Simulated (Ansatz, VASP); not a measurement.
**MoS2: VASP beside Ansatz**

```
Mo S
1.0
     3.20264    0.00000    0.00000
    -1.60132    2.77356    0.00000
     0.00000    0.00000    6.94011
Mo S
1 2
Direct
  0.00000 0.00000 0.00000
  0.33333 0.66667 0.23579
  0.33333 0.66667 0.76421
```

Alike in both runs: task single point; functional PBE; dispersion D3(BJ); k mesh 12 × 12 × 6; occupations gaussian, width 0.05 eV; no spin polarisation.

|  | VASP | Ansatz |
| --- | --- | --- |
| version | VASP 6.6.1 | Ansatz 0.2.0 |
| potentials or method | VASP PAW PBE potentials, release 64 (Mo_sv, S), cutoff 500 eV | scalar-relativistic, plane waves, PAW |
| valence electrons in the cell | 26 | 26 |

VASP gave:

* gap on the k mesh at the Fermi level (eV): 1.30
* least direct gap on the mesh (eV): 1.71
* pressure (GPa): -9.5
* traceless stress, the component that is largest in VASP (GPa): -3.53
* rms of the force components (eV/Å): 0.669

Which values does Ansatz return?

gap on the k mesh at the Fermi level (eV): 1.30; least direct gap on the mesh (eV): 1.70; pressure (GPa): -9.4; traceless stress, the component that is largest in VASP (GPa): -3.50; rms of the force components (eV/Å): 0.666.

Atom by atom the forces differ by 0.003 eV/Å (rms over components).
